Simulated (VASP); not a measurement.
# LiF: single point with PBE-based screened hybrid with 25 % exact exchange

The system is LiF.

```xyz
2
Lattice="0.0000 2.0140 2.0140 2.0140 0.0000 2.0140 2.0140 2.0140 0.0000" Properties=species:S:1:pos:R:3 pbc="T T T"
F     2.0140    2.0140    2.0140
Li    0.0000    0.0000    0.0000
```

```yaml
Program: VASP 6.6.1
Task: single point
Functional: PBE-based screened hybrid with 25 % exact exchange
Potentials_or_basis: VASP PAW PBE potentials, release 64 (F, Li_sv)
Cutoff: 520 eV
k_mesh: 6 × 6 × 6
Occupations: fermi-dirac, width 0.05 eV
Spin: no spin polarisation
Dipole_correction: no
Grid_for_exact_exchange_PRECFOCK: Normal
Share_of_exact_exchange: 0.25
Further_INCAR_settings: ALGO = Normal; EDIFF = 1e-06; NBANDS = 12
Screening_parameter: 0.15 1/Å
```

| Quantity | Value |
| --- | --- |
| Band gap on the k mesh | 11.59 eV |

Levels at points of the mesh, in eV from the valence-band top:
| k point | band 1 | band 2 | band 3 | band 4 | band 5 | band 6 | band 7 | band 8 | band 9 | band 10 |
| --- | --- | --- | --- | --- | --- | --- | --- | --- | --- | --- |
| (0.00, 0.00, 0.00) | -42.98 | -21.58 | 0.00 | 0.00 | 0.00 | 11.59 | 26.82 | 26.82 | 26.82 | 27.04 |
| (0.50, 0.00, 0.00) | -42.92 | -21.13 | -2.67 | -0.25 | -0.25 | 13.31 | 19.61 | 21.60 | 21.60 | 33.27 |
| (0.50, 0.50, 0.00) | -42.90 | -20.86 | -3.13 | -1.06 | -1.06 | 17.61 | 18.96 | 20.19 | 23.15 | 23.15 |

Wall time 2.5 min on 1 thread of Intel(R) Xeon(R) Platinum 8488C (Sapphire Rapids), on a shared host, peak memory 0.23 GiB.

Caveat: the k points lie up to 0.45 Å⁻¹ apart.
